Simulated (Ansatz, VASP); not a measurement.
BaS: VASP beside Ansatz

File POSCAR:

```
BaS
1.0
    0.0000000000      3.2439138341      3.2013870227
    3.2439138341      0.0000000000      3.2013870227
    3.2439138341      3.2439138341      0.0000000000
Ba S
1 1
Direct
    0.0000000000      0.0000000000      0.0000000000
    0.5000000000      0.5000000000      0.5000000000
```

INCAR.step1

```
ALGO = Normal
EDIFF = 1E-4
ENCUT = 520
GGA = PE
ISMEAR = 0
LASPH = True
LCHARG = False
LREAL = False
LWAVE = True
NBANDS = 15
NELM = 60
PREC = Accurate
SIGMA = 0.01
```

File INCAR.step2:

```
ALGO = Normal
EDIFF = 1E-6
ENCUT = 520
ISIF = 2
ISMEAR = 0
ISTART = 1
LASPH = True
LCHARG = False
LMIXTAU = True
LREAL = False
LWAVE = False
METAGGA = R2SCAN
NBANDS = 15
NELM = 60
PREC = Accurate
SIGMA = 0.01
```

File KPOINTS:

```
k-points
0
Gamma
  8 8 8
```

Input for Ansatz:

```yaml
crystal:
  lattice:
    - [0.0, 3.2439138341, 3.2013870227]
    - [3.2439138341, 0.0, 3.2013870227]
    - [3.2439138341, 3.2439138341, 0.0]
  atoms:
    - { symbol: Ba, position: [0.0, 0.0, 0.0] }
    - { symbol: S, position: [0.5, 0.5, 0.5] }
kpoints:
  mp_grid: { grid: [8, 8, 8] }
  band_path:
    path:
      - [0.0, 0.0, 0.0]
      - [0.5, 0.0, 0.5]
      - [0.625, 0.25, 0.625]
      - [0.375, 0.375, 0.75]
      - [0.5, 0.5, 0.5]
      - [0.5, 0.25, 0.75]
      - [0.5, 0.5, 0.0]
    npoints: 1
hamiltonian:
  xc: r2scan
scf:
  occupations: { method: fixed }
  n_extra_bands: 4
output:
  forces: true
  stress: true
  eigenvalues: true
  write_density: true
  write_potential: true
  elf: true
  volumetric_format: npy
```

Change from the starting cell: epitaxial_xy strain +1.0%.

Alike in both runs: task single point; functional r2SCAN; k mesh 8 × 8 × 8; no spin polarisation.

|  | VASP | Ansatz |
| --- | --- | --- |
| version | VASP 6.6.1 | Ansatz 0.2.0 |
| potentials or method | VASP PAW PBE potentials, release 64 (Ba_sv, S) | plane waves, PAW |
| plane-wave cutoff (eV) | 520 | 500 |
| occupations | gaussian, width 0.01 eV | fixed |
| valence electrons in the cell | 16 | 16 |

```csv
,VASP,Ansatz,Ansatz less VASP
gap on the k mesh at the Fermi level (eV),2.48,2.57,+0.085
pressure (GPa),-0.1,-0.7,-0.52
"traceless stress, the component that is largest in VASP (GPa)",0.73,0.67,-0.063
```

VASP's potentials were made for PBE, not for r2SCAN.

Neither program's run includes spin-orbit coupling.
